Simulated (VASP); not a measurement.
**Rh: relaxation of cell and atoms with PBE**

Crystal: Rh.

```
Rh
1.0
     2.63398    0.00000    0.00000
    -1.31699    2.28109    0.00000
     0.00000    0.00000    2.54773
Rh
1
Cartesian
  0.0000 0.0000 0.0000
```

This isn't the form of Rh at room conditions, which is fcc.

- Program: VASP 6.6.1
- Task: relaxation of cell and atoms
- Functional: PBE
- Potentials or basis: VASP PAW PBE potentials, release 64 (Rh_pv)
- Cutoff: 600 eV
- k mesh: 24 × 24 × 22
- Occupations: gaussian, width 0.1 eV
- Spin: no spin polarisation
- Dipole correction: no
- Further INCAR settings: ALGO = Fast; EDIFF = 1e-07; IBRION = 2; EDIFFG = -0.01; NSW = 100; ISIF = 3

- Relaxed volume: 15.31 Å³/atom
- Relaxed cell: a = 2.637 Å, b = 2.637 Å, c = 2.542 Å, α = 90.00°, β = 90.00°, γ = 120.00°
- Space group after relaxing (to 0.1 Å): P6/mmm (No. 191)
- Energy gained by relaxing: 0.1 meV/atom
- Ionic steps: 5
- Pressure after relaxing: 0.0 GPa
- Band gap on the k mesh: zero (an odd number of electrons rules out a gap without spin polarisation)

Step by step:
```
step  energy change (eV)  largest force (eV/Å)  pressure (GPa)  volume (Å³)
   1              0.0000                0.0000            0.17        15.31
   2              0.0000                0.0000           -0.47        15.34
   3             -0.0001                0.0000           -0.15        15.33
   4             -0.0001                0.0000            0.21        15.30
   5             -0.0001                0.0000            0.02        15.31
```

Final structure:
```xyz
1
Lattice="2.6375 0.0000 0.0000 -1.3187 2.2841 0.0000 0.0000 0.0000 2.5420" Properties=species:S:1:pos:R:3 pbc="T T T"
Rh    0.0000    0.0000    2.5420
```

Levels at points of the mesh, in eV from the Fermi level:
| k point | band 6 | band 7 | band 8 | band 9 | band 10 | band 11 |
| --- | --- | --- | --- | --- | --- | --- |
| (0.00, 0.00, 0.00) | -2.55 | -2.55 | 0.86 | 0.86 | 16.34 | 16.53 |
| (0.50, 0.00, 0.00) | -1.35 | 0.39 | 0.94 | 1.24 | 7.82 | 14.94 |
| (0.00, 0.00, 0.50) | -2.11 | -1.02 | -1.02 | -0.25 | 6.24 | 19.58 |
| (0.50, 0.00, 0.50) | -1.87 | 1.40 | 2.12 | 6.65 | 6.80 | 15.10 |

It took 3.8 min on 1 thread of AMD EPYC 9R45 (Zen 5), with other jobs on the host, peak memory 0.24 GiB.
